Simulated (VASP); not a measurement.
Here is a VASP 6.6.1 calculation.

Contents of INCAR:

```
SYSTEM = Ti
  ALGO = Normal
  EDIFF = 1E-6
  ENCUT = 520
  GGA = PE
  ISIF = 2
  ISMEAR = -1
  ISPIN = 2
  LASPH = .TRUE.
  LCHARG = .FALSE.
  LMAXMIX = 4
  LORBIT = 11
  LREAL = .FALSE.
  LWAVE = .FALSE.
  MAGMOM = 0.286
  NBANDS = 16
  NELM = 150
  PREC = Accurate
  SIGMA = 0.05
```

The input KPOINTS:

```
k-points
0
G
  19 19 19
  0 0 0
```

The input POSCAR:

```
Ti
1.0
    2.6450988874      0.0000000000      0.0000000000
    0.0000000000      2.6450988874      0.0000000000
    0.0000000000      0.0000000000      2.6450988874
Ti
1
Direct
    0.0000000000      0.0000000000      0.0000000000
```

Potentials or basis: VASP PAW PBE potentials, release 64 (Ti_sv).

Launch:

```console
$ cat potpaw_PBE.64/Ti_sv/POTCAR > POTCAR
$ mpirun -np 1 vasp_std > vasp.out
```

Task: Predict the net moment.

Result: 0.22 μB per cell.

Task: Estimate the pressure.

Result: -0.5 GPa.

Task: Predict the site moments.

Result: Ti +0.17 μB.
